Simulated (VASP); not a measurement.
# AlN (F-43m) in VASP: further runs

The runs below take AlN through single point, relaxation of cell and atoms, with PBE.

All numbers are computed with VASP 6.6.1; they aren't measurements. Logs are shortened: lines on timing, memory, paths and dates and some standing lists are left out, and cuts for length are marked.

**1. The cell of the first run**

It takes space group F-43m (No. 216, cubic). Conventional cell: a = 4.403 Å, b = 4.403 Å, c = 4.403 Å, α = 90.00°, β = 90.00°, γ = 90.00°. Al (site symmetry -43m) has 4 N at 1.91 Å within 2.5 Å. Within 2.5 Å of N (site symmetry -43m) lie 4 Al at 1.91 Å.

**2. Single point, PBE**

File INCAR:

```
ALGO = Normal
EDIFF = 1E-6
ENCUT = 520
GGA = PE
ISIF = 2
ISMEAR = 0
LASPH = T
LCHARG = F
LREAL = F
LWAVE = F
NBANDS = 26
NELM = 60
PREC = Accurate
SIGMA = 0.01
```

File KPOINTS:

```
k-points
0
Gamma
  3 3 3
```

File POSCAR:

```
AlN
1.0
    0.0000000000     -4.4031742015      0.0000000000
    0.0000000000      0.0000000000     -4.4031742015
    4.4031742015      0.0000000000      0.0000000000
Al N
4 4
Direct
    0.0000000000      0.0000000000      0.0000000000
    0.5000000000      0.0000000000      0.5000000000
    0.0000000000      0.5000000000      0.5000000000
    0.5000000000      0.5000000000      0.0000000000
    0.7500000000      0.7500000000      0.7500000000
    0.2500000000      0.7500000000      0.2500000000
    0.7500000000      0.2500000000      0.2500000000
    0.2500000000      0.2500000000      0.7500000000
```

Potentials or basis: VASP PAW PBE potentials, release 64 (Al, N).

Command:

```sh
> cat potpaw_PBE.64/Al/POTCAR potpaw_PBE.64/N/POTCAR > POTCAR
> mpirun -np 1 vasp_std > vasp.out
```

OUTCAR:

```text
EDIFF = 1E-6
   ENCUT = 520
   GGA = PE
   ISIF = 2
   ISMEAR = 0
   LASPH = T
   LREAL = F
   NELM = 60
   PREC = Accurate

 ion  position               nearest neighbor table
   1  0.000  0.000  0.000-   5 1.91   6 1.91   7 1.91   8 1.91   3 3.11   4 3.11   2 3.11   2 3.11
                             3 3.11   3 3.11   4 3.11   3 3.11   2 3.11   4 3.11   2 3.11   4 3.11
   2  0.500  0.000  0.500-   5 1.91   6 1.91   7 1.91   8 1.91   3 3.11   4 3.11   1 3.11   1 3.11
                             4 3.11   3 3.11   4 3.11   4 3.11   1 3.11   3 3.11   1 3.11   3 3.11
   3  0.000  0.500  0.500-   5 1.91   6 1.91   7 1.91   8 1.91   2 3.11   4 3.11   1 3.11   1 3.11
                             4 3.11   1 3.11   2 3.11   1 3.11   2 3.11   4 3.11   4 3.11   2 3.11
   4  0.500  0.500  0.000-   5 1.91   6 1.91   7 1.91   8 1.91   2 3.11   3 3.11   1 3.11   2 3.11
                             3 3.11   1 3.11   2 3.11   2 3.11   1 3.11   3 3.11   3 3.11   1 3.11
   5  0.750  0.750  0.750-   1 1.91   2 1.91   3 1.91   4 1.91
   6  0.250  0.750  0.250-   1 1.91   2 1.91   3 1.91   4 1.91
   7  0.750  0.250  0.250-   1 1.91   2 1.91   3 1.91   4 1.91
   8  0.250  0.250  0.750-   1 1.91   2 1.91   3 1.91   4 1.91

  LATTYP: Found a simple cubic cell.
 ALAT       =     4.4031742015

  Lattice vectors:

 A1 = (   0.0000000000,  -4.4031742015,   0.0000000000)
 A2 = (   0.0000000000,   0.0000000000,  -4.4031742015)
 A3 = (   4.4031742015,   0.0000000000,   0.0000000000)

Analysis of symmetry for initial positions (statically):
=====================================================================
 Subroutine PRICEL returns following result:

  LATTYP: Found a face centered cubic cell.
 ALAT       =     4.4031742015

  Lattice vectors:

 A1 = (   0.0000000000,  -2.2015871007,   2.2015871007)
 A2 = (   2.2015871007,  -2.2015871007,   0.0000000000)
 A3 = (   2.2015871007,   0.0000000000,   2.2015871007)

   4 primitive cells build up your supercell.

 Routine SETGRP: Setting up the symmetry group for a
 simple cubic supercell.

 Subroutine GETGRP returns: Found 24 space group operations
 (whereof 24 operations were pure point group operations)
 out of a pool of 48 trial point group operations.

The static configuration has the point symmetry T_d .

Analysis of symmetry for dynamics (positions and initial velocities):
=====================================================================
 Subroutine PRICEL returns following result:

  LATTYP: Found a face centered cubic cell.
 ALAT       =     4.4031742015

  Lattice vectors:

 A1 = (   0.0000000000,  -2.2015871007,   2.2015871007)
 A2 = (   2.2015871007,  -2.2015871007,   0.0000000000)
 A3 = (   2.2015871007,   0.0000000000,   2.2015871007)

   4 primitive cells build up your supercell.

 Routine SETGRP: Setting up the symmetry group for a
 simple cubic supercell.

 Subroutine GETGRP returns: Found 24 space group operations
 (whereof 24 operations were pure point group operations)
 out of a pool of 48 trial point group operations.

The dynamic configuration has the point symmetry T_d .

 Subroutine INISYM returns: Found 24 space group operations
 (whereof 24 operations are pure point group operations),
 and found     4 'primitive' translations

----------------------------------------------------------------------------------------

                                     Primitive cell

  volume of cell :      21.3421

  direct lattice vectors                    reciprocal lattice vectors
     0.000000000 -2.201587101  2.201587101    -0.227108889 -0.227108889  0.227108889
     2.201587101 -2.201587101  0.000000000     0.227108889 -0.227108889 -0.227108889
     2.201587101  0.000000000  2.201587101     0.227108889  0.227108889  0.227108889

  length of vectors
     3.113514337  3.113514337  3.113514337     0.393364134  0.393364134  0.393364134

  position of ions in fractional coordinates (direct lattice)
     0.000000000  0.000000000  0.000000000
     0.250000000  0.250000000  0.250000000

  ion indices of the primitive-cell ions
   primitive index   ion index
                 1           1
                 2           5

----------------------------------------------------------------------------------------

 KPOINTS: k-points

Automatic generation of k-mesh.
 Grid dimensions read from file:
 generate k-points for:    3    3    3

 Generating k-lattice:

  Cartesian coordinates                     Fractional coordinates (reciprocal lattice)
     0.000000000 -0.075702963  0.000000000     0.333333333  0.000000000  0.000000000
     0.000000000  0.000000000 -0.075702963     0.000000000  0.333333333  0.000000000
     0.075702963  0.000000000  0.000000000     0.000000000  0.000000000  0.333333333

  Length of vectors
     0.075702963  0.075702963  0.075702963

  Shift w.r.t. Gamma in fractional coordinates (k-lattice)
     0.000000000  0.000000000  0.000000000

 Subroutine IBZKPT returns following result:
 ===========================================

 Found      4 irreducible k-points:

 Following reciprocal coordinates:
            Coordinates               Weight
  0.000000  0.000000  0.000000      1.000000
  0.333333  0.000000  0.000000      6.000000
  0.333333  0.333333  0.000000     12.000000
  0.333333  0.333333  0.333333      8.000000
   k-points           NKPTS =      4   k-points in BZ     NKDIM =      4   number of bands    NBANDS=     26
   number of dos      NEDOS =    301   number of ions     NIONS =      8
   total plane-waves  NPLWV =  46656
   dimension x,y,z NGX =    36 NGY =   36 NGZ =   36
   dimension x,y,z NGXF=    72 NGYF=   72 NGZF=   72
   ions per type =               4   4
   NGX,Y,Z   is equivalent  to a cutoff of  13.59, 13.59, 13.59 a.u.
   NGXF,Y,Z  is equivalent  to a cutoff of  27.18, 27.18, 27.18 a.u.
 SYSTEM =  unknown system
   PREC   = accura    normal or accurate (medium, high low for compatibility)
   ISTART =      0    job   : 0-new  1-cont  2-samecut
   ICHARG =      2    charge: 1-file 2-atom 10-const
   ISPIN  =      1    spin polarized calculation?
   LNONCOLLINEAR =      F non collinear calculations
   LSORBIT =      F    spin-orbit coupling
   LASPH  =      T    aspherical Exc in radial PAW
   ENCUT  =  520.0 eV  38.22 Ry    6.18 a.u.   8.19  8.19  8.19*2*pi/ulx,y,z
   NELM   =     60;   NELMIN=  2; NELMDL= -5     # of ELM steps
   EDIFF  = 0.1E-05   stopping-criterion for ELM
   LREAL  =      F    real-space projection
   EDIFFG = 0.1E-04   stopping-criterion for IOM
   NSW    =      0    number of steps for IOM
   IBRION =     -1    ionic relax: 0-MD 1-quasi-New 2-CG
   NFREE  =      0    steps in history (QN), initial steepest desc. (CG)
   ISIF   =      2    stress and relaxation
   ISYM   =      2    0-nonsym 1-usesym 2-fastsym
   POTIM  = 0.5000    time-step for ionic-motion
   TEBEG  =    0.0;   TEEND  =   0.0 temperature during run
   PSTRESS=    0.0 pullay stress
   NELECT =      32.0000    total number of electrons
   NUPDOWN=      -1.0000    fix difference up-down
   EMIN   =  10.00;   EMAX   =-10.00  energy-range for DOS
   EFERMI =   0.00;   METHOD = LEGACY
   ISMEAR =     0;   SIGMA  =   0.01  broadening in eV -4-tet -1-fermi 0-gaus
   EFERMI_NEDOS =   21; number of points for ismear=-14 and -15
   IALGO  =     38    algorithm
   IMIX   =      4    mixing-type and parameters
     AMIX     =   0.40;   BMIX     =  1.00
     AMIX_MAG =   1.60;   BMIX_MAG =  1.00
  volume/ion in A,a.u.               =      10.67        72.01
  Fermi-wavevector in a.u.,A,eV,Ry     =   1.180390  2.230614 18.957286  1.393321
  Thomas-Fermi vector in A             =   2.316684
   LORBIT       =      0    0 simple, 1 ext, 2 COOP (PROOUT), +10 PAW based schemes
   GGA     = PE    functional components
   LHFCALC =     F    Hartree Fock is set to
   AEXX    =    0.0000 exact exchange contribution
   IVDW    =     0    specifies the selected vdW correction
   LEPSILON=     F    determine dielectric tensor
   LRPA    =     F    only Hartree local field effects (RPA)
 non-spin polarized calculation
 Gauss-broadening in eV      SIGMA  =   0.01
  energy-cutoff  :      520.00
  volume of cell :       85.37
 maximum number of plane-waves:      2325
 NGX is ok and might be reduce to    36

 number of electron      31.9999997 magnetization

 Free energy of the ion-electron system (eV)
  ---------------------------------------------------
  ext. energy  EPLUGINS =         0.00000000
  ---------------------------------------------------
  free energy    TOTEN  =       -59.38056353 eV

  energy without entropy =      -59.38056353  energy(sigma->0) =      -59.38056353

 E-fermi :   5.8249     XC(G=0): -10.8283

 val. band max:        5.7476947988   @ k =   0.0000   0.0000   0.0000
 cond. band min:       9.0507472708   @ k =   0.0000   0.0000   0.0000
 fundamental gap:      3.3030524720
 Fermi energy:         5.8248936084

 k-point     1 :       0.0000    0.0000    0.0000
  band No.  band energies     occupation
      1      -9.0954      2.00000
      2      -6.5042      2.00000
      3      -6.5042      2.00000
      4      -6.5042      2.00000
      5       0.9171      2.00000
      6       0.9171      2.00000
[... 18 lines left out ...]
     25      18.0692      0.00000
     26      18.0692      0.00000

 k-point     2 :       0.3333    0.0000    0.0000
  band No.  band energies     occupation
      1      -8.5820      2.00000
      2      -7.3276      2.00000
      3      -6.4645      2.00000
      4      -6.4645      2.00000
      5       1.4928      2.00000
      6       1.4928      2.00000
[... 18 lines left out ...]
     25      17.8014      0.00000
     26      18.4710      0.00000

 k-point     3 :       0.3333    0.3333    0.0000
  band No.  band energies     occupation
      1      -8.1269      2.00000
      2      -7.0790      2.00000
      3      -7.0790      2.00000
      4      -6.6377      2.00000
      5       1.4903      2.00000
      6       1.4903      2.00000
[... 18 lines left out ...]
     25      16.3660      0.00000
     26      16.3660      0.00000

 k-point     4 :       0.3333    0.3333    0.3333
  band No.  band energies     occupation
      1      -7.7555      2.00000
      2      -6.9966      2.00000
      3      -6.9966      2.00000
      4      -6.9966      2.00000
      5       0.5374      2.00000
      6       0.5374      2.00000
[... 18 lines left out ...]
     25      17.3083      0.00000
     26      17.3135      0.00000

------------------------ aborting loop because EDIFF is reached ----------------------------------------

  FORCE on cell =-STRESS in cart. coord.  units (eV):
  Direction    XX          YY          ZZ          XY          YZ          ZX
  --------------------------------------------------------------------------------------
  -------------------------------------------------------------------------------------
  Total       -0.1461815     -0.1461815     -0.1461815      0.0000000     -0.0000000      0.0000000
  in kB       -2.7435032     -2.7435032     -2.7435032      0.0000000     -0.0000000      0.0000000
  external PRESSURE =      -2.7435032 kB  Pullay stress =       0.0000000 kB

 VOLUME and BASIS-vectors are now :
 -----------------------------------------------------------------------------
  energy-cutoff  :      520.00
  volume of cell :       85.37
      direct lattice vectors                 reciprocal lattice vectors
     0.000000000 -4.403174201  0.000000000     0.000000000 -0.227108889  0.000000000
     0.000000000  0.000000000 -4.403174201     0.000000000  0.000000000 -0.227108889
     4.403174201  0.000000000  0.000000000     0.227108889  0.000000000  0.000000000

 POSITION                                       TOTAL-FORCE (eV/Angst)
 -----------------------------------------------------------------------------------
      0.00000      0.00000      0.00000         0.000000      0.000000     -0.000000
      2.20159     -2.20159      0.00000         0.000000      0.000000     -0.000000
      2.20159      0.00000     -2.20159         0.000000      0.000000     -0.000000
      0.00000     -2.20159     -2.20159         0.000000      0.000000     -0.000000
      3.30238     -3.30238     -3.30238        -0.000000     -0.000000     -0.000000
      1.10079     -1.10079     -3.30238        -0.000000     -0.000000     -0.000000
      1.10079     -3.30238     -1.10079         0.000000      0.000000      0.000000
      3.30238     -1.10079     -1.10079        -0.000000     -0.000000      0.000000
 -----------------------------------------------------------------------------------
    total drift:                                0.000000     -0.000000      0.000000

  FREE ENERGIE OF THE ION-ELECTRON SYSTEM (eV)
  ---------------------------------------------------
  free  energy   TOTEN  =       -59.3805635314 eV

  energy  without entropy=      -59.3805635314  energy(sigma->0) =      -59.38056353
```

It took 12 s on 1 thread of Intel Xeon Platinum 8488C (Sapphire Rapids), shared host; peak memory 0.19 GiB.

What came out:

* Free energy: -59.3806 eV
* Pressure: -0.3 GPa
* Band gap on the k mesh: 3.30 eV

Levels at points of the mesh, in eV from the valence-band top:
```csv
k point,band 12,band 13,band 14,band 15,band 16,band 17,band 18,band 19,band 20,band 21
"(0.00, 0.00, 0.00)",-1.75,-1.75,0.00,0.00,0.00,3.30,3.30,3.30,3.98,8.47
```

Caveat: the k points lie up to 0.48 Å⁻¹ apart.

**3. Single point, PBE**

This run uses another cell than the first one: it holds 2 atoms, not 8.

File INCAR:

```
  PREC = Accurate
  ENCUT = 600
  EDIFF = 1E-6
  ISMEAR = 0
  SIGMA = 0.01
  LREAL = False
  LASPH = True
  NELM = 120
  ALGO = Normal
  ISIF = 2
  LWAVE = False
  LCHARG = False
  GGA = PE
  NBANDS = 11
  GGA_COMPAT = False
```

File KPOINTS:

```
regular mesh
0
Gamma
  10 10 10
```

File POSCAR:

```
AlN
1.0
    0.0000000000      2.1609892195      2.1609892195
    2.1609892195      0.0000000000      2.1609892195
    2.1609892195      2.1609892195      0.0000000000
Al N
1 1
Direct
    0.0000000000      0.0000000000      0.0000000000
    0.7500000000      0.7500000000      0.7500000000
```

Potentials or basis: VASP PAW PBE potentials, release 64 (Al, N).

Command:

```sh
> cat potpaw_PBE.64/Al/POTCAR potpaw_PBE.64/N/POTCAR > POTCAR
> mpirun -np 1 vasp_std > vasp.out
```

OUTCAR:

```text
PREC = Accurate
   ENCUT = 600
   EDIFF = 1E-6
   ISMEAR = 0
   LREAL = False
   LASPH = True
   NELM = 120
   ISIF = 2
   GGA = PE

 ion  position               nearest neighbor table
   1  0.000  0.000  0.000-   2 1.87   2 1.87   2 1.87   2 1.87
   2  0.750  0.750  0.750-   1 1.87   1 1.87   1 1.87   1 1.87

  LATTYP: Found a face centered cubic cell.
 ALAT       =     4.3219784390

  Lattice vectors:

 A1 = (   0.0000000000,   2.1609892195,   2.1609892195)
 A2 = (   2.1609892195,   0.0000000000,   2.1609892195)
 A3 = (   2.1609892195,   2.1609892195,   0.0000000000)

Analysis of symmetry for initial positions (statically):
=====================================================================
 Subroutine PRICEL returns:
 Original cell was already a primitive cell.

 Routine SETGRP: Setting up the symmetry group for a
 face centered cubic supercell.

 Subroutine GETGRP returns: Found 24 space group operations
 (whereof 24 operations were pure point group operations)
 out of a pool of 48 trial point group operations.

The static configuration has the point symmetry T_d .

Analysis of symmetry for dynamics (positions and initial velocities):
[... 163 lines left out ...]
 fundamental gap:      3.3335041255
 Fermi energy:         6.4010537047

 k-point     1 :       0.0000    0.0000    0.0000
  band No.  band energies     occupation
      1      -8.8942      2.00000
      2       6.2737      2.00000
      3       6.2737      2.00000
      4       6.2737      2.00000
      5      10.7542      0.00000
      6      19.1521      0.00000
      7      19.1521      0.00000
      8      19.1521      0.00000
      9      24.2189      0.00000
     10      24.2189      0.00000
     11      25.6844      0.00000
[... 309 lines left out ...]
 k-point    24 :       0.4000    0.3000    0.0000
  band No.  band energies     occupation
      1      -6.7999      2.00000
      2       2.0596      2.00000
      3       4.5388      2.00000
      4       4.8447      2.00000
      5      11.2602      0.00000
      6      16.0211      0.00000
      7      18.9170      0.00000
      8      21.2155      0.00000
      9      21.7514      0.00000
     10      27.9565      0.00000
     11      30.3872      0.00000

 [... further k-points ...]
[... 5 lines left out ...]
  --------------------------------------------------------------------------------------
  -------------------------------------------------------------------------------------
  Total        1.4630968      1.4630968      1.4630968      0.0000000      0.0000000     -0.0000000
  in kB      116.1437495    116.1437495    116.1437495      0.0000000      0.0000000     -0.0000000
  external PRESSURE =     116.1437495 kB  Pullay stress =       0.0000000 kB

 VOLUME and BASIS-vectors are now :
 -----------------------------------------------------------------------------
  energy-cutoff  :      600.00
  volume of cell :       20.18
      direct lattice vectors                 reciprocal lattice vectors
     0.000000000  2.160989219  2.160989219    -0.231375518  0.231375518  0.231375518
     2.160989219  0.000000000  2.160989219     0.231375518 -0.231375518  0.231375518
     2.160989219  2.160989219  0.000000000     0.231375518  0.231375518 -0.231375518

 POSITION                                       TOTAL-FORCE (eV/Angst)
 -----------------------------------------------------------------------------------
      0.00000      0.00000      0.00000        -0.000000     -0.000000     -0.000000
      3.24148      3.24148      3.24148         0.000000      0.000000      0.000000
 -----------------------------------------------------------------------------------
    total drift:                               -0.000000     -0.000000     -0.000000

  FREE ENERGIE OF THE ION-ELECTRON SYSTEM (eV)
  ---------------------------------------------------
  free  energy   TOTEN  =       -14.8087436614 eV

  energy  without entropy=      -14.8087436614  energy(sigma->0) =      -14.80874366
```

stdout:

```text
POSCAR found type information on POSCAR AlN
 POSCAR found :  2 types and       2 ions
 scaLAPACK will be used
 LDA part: xc-table for (Slater+PW92), standard interpolation
 POSCAR, INCAR and KPOINTS ok, starting setup
 FFT: planning ... GRIDC
 FFT: planning ... GRID_SOFT
 FFT: planning ... GRID
 WAVECAR not read
 entering main loop
```

Wall time 3.7 s (1 thread of Intel Xeon 6975P-C (Granite Rapids), shared host); peak memory 0.13 GiB.

What came out:

- Free energy: -14.8087 eV
- Pressure: 11.6 GPa
- Band gap on the k mesh: 3.33 eV, indirect (least direct gap 4.48 eV)

Levels at points of the mesh, in eV from the valence-band top:
```tsv
k point	band 1	band 2	band 3	band 4	band 5	band 6	band 7	band 8	band 9
(0.00, 0.00, 0.00)	-15.17	0.00	0.00	0.00	4.48	12.88	12.88	12.88	17.95
(0.50, 0.00, 0.00)	-13.02	-5.99	-0.48	-0.48	7.67	10.08	11.35	11.35	18.42
(0.50, 0.50, 0.00)	-12.36	-5.00	-1.81	-1.81	3.33	8.81	14.40	16.13	16.13
```

(Part 1 of 2 ends here.)
